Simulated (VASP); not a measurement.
# Na (P6_3/mmc) in VASP: further runs

Na is run at these levels: LDA; tasks: electric field gradients.

Everything below comes from runs of VASP 6.6.1. Logs are shortened: lines on timing, memory, paths and dates and some standing lists are left out, and cuts for length are marked.

**1. The cell of the first run**

Symmetry: P6_3/mmc, No. 194, hexagonal system. Conventional cell: a = 3.767 Å, b = 3.767 Å, c = 6.216 Å, α = 90.00°, β = 90.00°, γ = 120.00°. Within 4.9 Å of Na (site symmetry -6m2) lie 12 Na at 3.77 to 3.79 Å.

**2. Electric field gradients, LDA (zz strain of +1 %)**

The input, INCAR:

```
PREC = Accurate
ENCUT = 520
EDIFF = 1E-8
ISMEAR = -1
SIGMA = 0.05
LREAL = F
LASPH = T
NELM = 60
ALGO = Normal
ISIF = 2
LWAVE = F
LCHARG = F
GGA = CA
LEFG = T
NBANDS = 14
```

The input, KPOINTS:

```
Automatic mesh
0
Gamma
  11 11 6
```

The input, POSCAR:

```
Na
1.0
    3.7670009976      0.0000000000      0.0000000000
   -1.8835004988      3.2623185600      0.0000000000
    0.0000000000      0.0000000000      6.2155400000
Na
2
Direct
    0.3333333333      0.6666666667      0.2500000000
    0.6666666667      0.3333333333      0.7500000000
```

Potentials or basis: VASP PAW LDA potentials, release 64 (Na_pv).

Launch:

```
$ cat potpaw_LDA.64/Na_pv/POTCAR > POTCAR
$ mpirun -np 1 vasp_std > vasp.out
```

OUTCAR:

```text
PREC = Accurate
   ENCUT = 520
   EDIFF = 1E-8
   ISMEAR = -1
   LREAL = F
   LASPH = T
   NELM = 60
   ISIF = 2
   GGA = CA

 ion  position               nearest neighbor table
   1  0.333  0.667  0.250-
   2  0.667  0.333  0.750-

  LATTYP: Found a hexagonal cell.
 ALAT       =     3.7670009976
 C/A-ratio  =     1.6499969084

  Lattice vectors:

 A1 = (   3.7670009976,   0.0000000000,   0.0000000000)
 A2 = (  -1.8835004988,   3.2623185600,   0.0000000000)
 A3 = (   0.0000000000,   0.0000000000,   6.2155400000)

Analysis of symmetry for initial positions (statically):
=====================================================================
 Subroutine PRICEL returns:
 Original cell was already a primitive cell.

 Routine SETGRP: Setting up the symmetry group for a
 hexagonal supercell.

 Subroutine GETGRP returns: Found 24 space group operations
 (whereof 12 operations were pure point group operations)
 out of a pool of 24 trial point group operations.

The static configuration has the point symmetry D_3d.
 The point group associated with its full space group is D_6h.

Analysis of symmetry for dynamics (positions and initial velocities):
=====================================================================
 Subroutine PRICEL returns:
 Original cell was already a primitive cell.

 Routine SETGRP: Setting up the symmetry group for a
 hexagonal supercell.

 Subroutine GETGRP returns: Found 24 space group operations
 (whereof 12 operations were pure point group operations)
 out of a pool of 24 trial point group operations.

The dynamic configuration has the point symmetry D_3d.
 The point group associated with its full space group is D_6h.

 Subroutine INISYM returns: Found 24 space group operations
 (whereof 12 operations are pure point group operations),
 and found     1 'primitive' translations

----------------------------------------------------------------------------------------

                                     Primitive cell

  volume of cell :      76.3837

  direct lattice vectors                    reciprocal lattice vectors
     3.767000998  0.000000000  0.000000000     0.265463163  0.153265229  0.000000000
    -1.883500499  3.262318560  0.000000000     0.000000000  0.306530457  0.000000000
     0.000000000  0.000000000  6.215540000     0.000000000  0.000000000  0.160887067

  length of vectors
     3.767000998  3.767000998  6.215540000     0.306530457  0.306530457  0.160887067

  position of ions in fractional coordinates (direct lattice)
     0.333333333  0.666666667  0.250000000
     0.666666667  0.333333333  0.750000000

  ion indices of the primitive-cell ions
   primitive index   ion index
                 1           1
                 2           2

----------------------------------------------------------------------------------------

 KPOINTS: Automatic mesh

Automatic generation of k-mesh.
 Grid dimensions read from file:
 generate k-points for:   11   11    6

 Generating k-lattice:

  Cartesian coordinates                     Fractional coordinates (reciprocal lattice)
     0.024133015  0.013933203  0.000000000     0.090909091  0.000000000  0.000000000
     0.000000000  0.027866405  0.000000000     0.000000000  0.090909091  0.000000000
     0.000000000  0.000000000  0.026814511     0.000000000  0.000000000  0.166666667

  Length of vectors
     0.027866405  0.027866405  0.026814511

  Shift w.r.t. Gamma in fractional coordinates (k-lattice)
     0.000000000  0.000000000  0.000000000

 Subroutine IBZKPT returns following result:
 ===========================================

 Found     64 irreducible k-points:

 Following reciprocal coordinates:
            Coordinates               Weight
  0.000000  0.000000  0.000000      1.000000
  0.090909 -0.000000  0.000000      6.000000
  0.181818  0.000000  0.000000      6.000000
  0.272727  0.000000  0.000000      6.000000
  0.363636 -0.000000  0.000000      6.000000
  0.454545 -0.000000  0.000000      6.000000
[... 16 lines left out ...]
  0.090909  0.090909  0.166667     12.000000
  0.181818  0.090909  0.166667     24.000000
 [... further k-points ...]
   k-points           NKPTS =     64   k-points in BZ     NKDIM =     64   number of bands    NBANDS=     14
   number of dos      NEDOS =    301   number of ions     NIONS =      2
   total plane-waves  NPLWV =  37632
   dimension x,y,z NGX =    28 NGY =   28 NGZ =   48
   dimension x,y,z NGXF=    56 NGYF=   56 NGZF=   96
   ions per type =               2
   NGX,Y,Z   is equivalent  to a cutoff of  12.36, 12.36, 12.84 a.u.
   NGXF,Y,Z  is equivalent  to a cutoff of  24.71, 24.71, 25.68 a.u.
 SYSTEM =  unknown system
   PREC   = accura    normal or accurate (medium, high low for compatibility)
   ISTART =      0    job   : 0-new  1-cont  2-samecut
   ICHARG =      2    charge: 1-file 2-atom 10-const
   ISPIN  =      1    spin polarized calculation?
   LNONCOLLINEAR =      F non collinear calculations
   LSORBIT =      F    spin-orbit coupling
   LASPH  =      T    aspherical Exc in radial PAW
   ENCUT  =  520.0 eV  38.22 Ry    6.18 a.u.   7.00  7.00 11.56*2*pi/ulx,y,z
   NELM   =     60;   NELMIN=  2; NELMDL= -5     # of ELM steps
   EDIFF  = 0.1E-07   stopping-criterion for ELM
   LREAL  =      F    real-space projection
   EDIFFG = 0.1E-06   stopping-criterion for IOM
   NSW    =      0    number of steps for IOM
   IBRION =     -1    ionic relax: 0-MD 1-quasi-New 2-CG
   NFREE  =      0    steps in history (QN), initial steepest desc. (CG)
   ISIF   =      2    stress and relaxation
   ISYM   =      2    0-nonsym 1-usesym 2-fastsym
   POTIM  = 0.5000    time-step for ionic-motion
   TEBEG  =    0.0;   TEEND  =   0.0 temperature during run
   PSTRESS=    0.0 pullay stress
   NELECT =      14.0000    total number of electrons
   NUPDOWN=      -1.0000    fix difference up-down
   EMIN   =  10.00;   EMAX   =-10.00  energy-range for DOS
   EFERMI =   0.00;   METHOD = LEGACY
   ISMEAR =    -1;   SIGMA  =   0.05  broadening in eV -4-tet -1-fermi 0-gaus
   EFERMI_NEDOS =   21; number of points for ismear=-14 and -15
   IALGO  =     38    algorithm
   IMIX   =      4    mixing-type and parameters
     AMIX     =   0.40;   BMIX     =  1.00
     AMIX_MAG =   1.60;   BMIX_MAG =  1.00
  volume/ion in A,a.u.               =      38.19       257.73
  Fermi-wavevector in a.u.,A,eV,Ry     =   0.929931  1.757314 11.765922  0.864771
  Thomas-Fermi vector in A             =   2.056265
   LORBIT       =      0    0 simple, 1 ext, 2 COOP (PROOUT), +10 PAW based schemes
   GGA     = CA    functional components
   LHFCALC =     F    Hartree Fock is set to
   AEXX    =    0.0000 exact exchange contribution
   IVDW    =     0    specifies the selected vdW correction
   LEPSILON=     F    determine dielectric tensor
   LRPA    =     F    only Hartree local field effects (RPA)
 non-spin polarized calculation
  energy-cutoff  :      520.00
  volume of cell :       76.38
 maximum number of plane-waves:      2071
 NGX is ok and might be reduce to    28
   NGX = 13   NGY = 13   NGZ = 23

 number of electron      14.0000017 magnetization

 Free energy of the ion-electron system (eV)
  ---------------------------------------------------
  ext. energy  EPLUGINS =         0.00000000
  ---------------------------------------------------
  free energy    TOTEN  =        -2.87683645 eV

  energy without entropy =       -2.86636662  energy(sigma->0) =       -2.87160153

 E-fermi :   0.0972     XC(G=0):  -6.6446

 val. band max:        0.0601602570   @ k =   0.2727   0.1818   0.5000
 cond. band min:       0.1151648989   @ k =   0.2727   0.0909   0.3333
 fundamental gap:      0.0550046419
 Fermi energy:         0.0971838373

 k-point     1 :       0.0000    0.0000    0.0000
  band No.  band energies     occupation
      1     -24.9159      2.00000
      2     -24.8900      2.00000
      3     -24.8900      2.00000
      4     -24.8857      2.00000
      5     -24.8857      2.00000
      6     -24.8848      2.00000
      7      -3.1423      2.00000
      8       0.6144      0.00006
      9       0.9000      0.00000
     10       9.9453      0.00000
     11       9.9453      0.00000
     12      10.2137      0.00000
     13      10.2137      0.00000
     14      10.3731      0.00000
[... 375 lines left out ...]
 k-point    24 :       0.1818    0.0909    0.1667
  band No.  band energies     occupation
      1     -24.9099      2.00000
      2     -24.9000      2.00000
      3     -24.8988      2.00000
      4     -24.8932      2.00000
      5     -24.8890      2.00000
      6     -24.8876      2.00000
      7      -2.1937      2.00000
      8       0.3789      0.00712
      9       2.8764      0.00000
     10       5.3296      0.00000
     11       6.5009      0.00000
     12       7.7700      0.00000
     13       8.8527      0.00000
     14       9.8354      0.00000

 [... further k-points ...]
[... 5 lines left out ...]
  --------------------------------------------------------------------------------------
  -------------------------------------------------------------------------------------
  Total       -0.4872844     -0.4872844     -0.3976778      0.0000000      0.0000000      0.0000000
  in kB      -10.2209703    -10.2209703     -8.3414383      0.0000000      0.0000000      0.0000000
  external PRESSURE =      -9.5944596 kB  Pullay stress =       0.0000000 kB

 VOLUME and BASIS-vectors are now :
 -----------------------------------------------------------------------------
  energy-cutoff  :      520.00
  volume of cell :       76.38
      direct lattice vectors                 reciprocal lattice vectors
     3.767000998  0.000000000  0.000000000     0.265463163  0.153265229  0.000000000
    -1.883500499  3.262318560  0.000000000     0.000000000  0.306530457  0.000000000
     0.000000000  0.000000000  6.215540000     0.000000000  0.000000000  0.160887067

 POSITION                                       TOTAL-FORCE (eV/Angst)
 -----------------------------------------------------------------------------------
     -0.00000      2.17488      1.55388         0.000000      0.000000      0.000000
      1.88350      1.08744      4.66165        -0.000000     -0.000000     -0.000000
 -----------------------------------------------------------------------------------
    total drift:                               -0.000000      0.000000      0.000000

  FREE ENERGIE OF THE ION-ELECTRON SYSTEM (eV)
  ---------------------------------------------------
  free  energy   TOTEN  =        -2.8768364456 eV

  energy  without entropy=       -2.8663666162  energy(sigma->0) =       -2.87160153

 Electric field gradients (V/A^2)
---------------------------------------------------------------------
 ion       V_xx      V_yy      V_zz      V_xy      V_xz      V_yz
---------------------------------------------------------------------
   1       0.291     0.290    -0.582    -0.001     0.000    -0.000
   2       0.291     0.290    -0.582    -0.001    -0.000     0.000
---------------------------------------------------------------------

 Electric field gradients after diagonalization (V/A^2)
 (convention: |V_zz| > |V_xx| > |V_yy|)
----------------------------------------------------------------------
 ion       V_xx      V_yy      V_zz     asymmetry (V_yy - V_xx)/ V_zz
----------------------------------------------------------------------
   1       0.292     0.290    -0.582       0.003
   2       0.292     0.290    -0.582       0.003
----------------------------------------------------------------------

           NMR quadrupolar parameters

 Cq : quadrupolar parameter    Cq=e*Q*V_zz/h
 eta: asymmetry parameters     (V_yy - V_xx)/ V_zz
 Q  : nuclear electric quadrupole moment in mb (millibarn)
----------------------------------------------------------------------
 ion       Cq(MHz)       eta       Q (mb)
----------------------------------------------------------------------
   1      -0.001       0.003       1.000
   2      -0.001       0.003       1.000
----------------------------------------------------------------------
```

It took 16 s on 1 thread of Intel Xeon 6975P-C (Granite Rapids), shared host; peak memory 0.18 GiB.

Results:

| Item | Value |
| --- | --- |
| Free energy | -2.8768 eV |
| Pressure | -1.0 GPa |
| Band gap on the k mesh | zero (band 7 reaches 1.86 eV, above the bottom of band 8 at -2.15 eV) |

Levels at points of the mesh, in eV from the Fermi level:
| k point | band 4 | band 5 | band 6 | band 7 | band 8 | band 9 | band 10 | band 11 |
| --- | --- | --- | --- | --- | --- | --- | --- | --- |
| (0.00, 0.00, 0.00) | -24.98 | -24.98 | -24.98 | -3.24 | 0.52 | 0.80 | 9.85 | 9.85 |
| (0.00, 0.00, 0.50) | -24.98 | -24.98 | -24.98 | -2.24 | -2.24 | 5.27 | 5.27 | 10.42 |

Electric field gradients, principal values (V/Å²):
```tsv
atom	least	middle	greatest (by size)
1 Na	0.290	0.292	-0.582
2 Na	0.290	0.292	-0.582
```

Caveat: the cell differs from its parent crystal (zz strain of +1 %); without QUAD_EFG the Cq values of the log hold for a quadrupole moment of 1 mb, not for the nuclei.

(Part 1 of 3 ends here.)
